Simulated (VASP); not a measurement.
HgPt, 2 atoms in the cell. Symmetry: P4/mmm, No. 123, tetragonal system. The conventional cell has a = 2.977 Å, b = 2.977 Å, c = 3.872 Å, α = 90.00°, β = 90.00°, γ = 90.00°. Hg (site symmetry 4/mmm) has 8 Pt at 2.86 Å and 6 Hg at 2.98 to 3.87 Å within 3.9 Å. Pt (site symmetry 4/mmm) has 8 Hg at 2.86 Å and 6 Pt at 2.98 to 3.87 Å within 3.9 Å. 

* Program: VASP 6.6.1
* Task: single point
* Functional: PBEsol
* Potentials or basis: VASP PAW PBE potentials, release 64 (Hg, Pt)
* Cutoff: 520 eV
* k mesh: 14 × 14 × 12
* Occupations: gaussian, width 0.1 eV
* Spin: no spin polarisation
* Dipole correction: no
* Further INCAR settings: ALGO = Fast; EDIFF = 1e-06; NBANDS = 18

Potentials or basis: VASP PAW PBE potentials, release 64 (Hg, Pt).

The run is started by

```console
$ cat potpaw_PBE.64/Hg/POTCAR potpaw_PBE.64/Pt/POTCAR > POTCAR
$ mpirun -np 1 vasp_std > vasp.out
```

Hardware: 1 thread of Intel(R) Xeon(R) Platinum 8559C (Emerald Rapids), on a shared host.

Problem. Estimate the wall time of this run.

Solution. Run time: 43 s on 1 thread of Intel(R) Xeon(R) Platinum 8559C (Emerald Rapids), with other jobs on the host, peak memory 0.27 GiB. Counts: scf iterations 12, k points 252.
